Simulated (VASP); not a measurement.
A run of VASP 6.6.1 is set up as follows.

File POSCAR:

```
LiH
1.0
    2.7247662158      0.0000000000      0.0000000000
   -1.3623831079      2.3597167622      0.0000000000
    0.0000000000      0.0000000000      4.7734846109
Li H
2 2
Direct
    0.0000000000      0.0000000000      0.0000000000
    0.0000000000      0.0000000000      0.5000000000
    0.3333333333      0.6666666667      0.2500000000
    0.6666666667      0.3333333333      0.7500000000
```

File INCAR.step1:

```
SYSTEM = LiH
  PREC = Accurate
  ENCUT = 520
  ISMEAR = 0
  SIGMA = 0.01
  LREAL = .False.
  LASPH = .True.
  NELM = 60
  NBANDS = 12
  GGA = PE
  ALGO = Normal
  EDIFF = 1E-4
  LWAVE = .True.
  LCHARG = .False.
```

File INCAR.step2:

```
SYSTEM = LiH
  PREC = Accurate
  ENCUT = 520
  EDIFF = 1E-6
  ISMEAR = 0
  SIGMA = 0.01
  LREAL = .False.
  LASPH = .True.
  NELM = 60
  ALGO = Normal
  ISIF = 2
  LWAVE = .False.
  LCHARG = .True.
  METAGGA = R2SCAN
  LMIXTAU = .True.
  LELF = .True.
  LVHAR = .True.
  NBANDS = 12
  ISTART = 1
```

The input KPOINTS:

```
regular mesh
0
Gamma
  9 9 4
  0 0 0
```

Potentials or basis: VASP PAW PBE potentials, release 64 (Li_sv, H).

The run is started by

```bash
$ cat potpaw_PBE.64/Li_sv/POTCAR potpaw_PBE.64/H/POTCAR > POTCAR
$ cp INCAR.step1 INCAR
$ mpirun -np 1 vasp_std > vasp.out
$ cp INCAR.step2 INCAR
$ mpirun -np 1 vasp_std > vasp.out
```

Q: Estimate the band gap on the k mesh.

A: 5.22 eV, indirect (least direct gap 5.76 eV).

 A k mesh can miss the band edges.
